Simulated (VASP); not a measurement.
Wanted: the native input for a VASP 6.6.1 run.

```yaml
Task: single point
Functional: PBE
Potentials_or_basis: VASP PAW PBE potentials, release 64 (Sr_sv, Ti_sv, O)
Cutoff: 520 eV
k_mesh: 6 × 6 × 6
Occupations: gaussian, width 0.1 eV
Spin: collinear spin
Starting_moments: "[0.0, 1.0, 0.0] μB"
Dipole_correction: no
Further_INCAR_settings: ALGO = Normal; EDIFF = 1e-07; NBANDS = 25
```

The structure of SrTiO lies in POSCAR:

```
SrTiO
1.0
    5.0531731004      0.0000000000      0.0000000000
    0.0000000000      5.0531731004      0.0000000000
    0.0000000000      0.0000000000      4.4354938167
Sr Ti O
1 1 1
Direct
    0.5000000000      0.5000000000      0.0000000000
    0.0000000000      0.0000000000      0.0000000000
    0.5000000000      0.5000000000      0.5000000000
```

The cell was generated, and may not be a known phase.

The input as run:

INCAR

```
SYSTEM = SrTiO
  ALGO = Normal
  EDIFF = 1E-7
  ENCUT = 520
  GGA = PE
  ISIF = 2
  ISMEAR = 0
  ISPIN = 2
  LASPH = .True.
  LCHARG = .True.
  LELF = .True.
  LMAXMIX = 4
  LORBIT = 11
  LREAL = .False.
  LVHAR = .True.
  LWAVE = .False.
  MAGMOM = 0 1 0
  NBANDS = 25
  NELM = 150
  PREC = Accurate
  SIGMA = 0.1
```

KPOINTS

```
k-points
0
Gamma
  6 6 6
  0 0 0
```

Potentials or basis: VASP PAW PBE potentials, release 64 (Sr_sv, Ti_sv, O).

Run with:

```sh
$ cat potpaw_PBE.64/Sr_sv/POTCAR potpaw_PBE.64/Ti_sv/POTCAR potpaw_PBE.64/O/POTCAR > POTCAR
$ mpirun -np 1 vasp_std > vasp.out
```

It gave:

```
Pressure                                              : -0.2 GPa
Net moment                                            : -0.15 μB per cell
Site moments                                          : Sr -0.01; Ti +0.00; O -0.13 μB
Valence electrons inside the program's atomic spheres : Sr 8.13; Ti 10.03; O 4.91
```

Caveat: a moment this small can come from the mesh or the smearing.

It took 17 min on 1 thread of Intel(R) Xeon(R) Platinum 8488C (Sapphire Rapids), with other jobs on the host, peak memory 0.41 GiB.
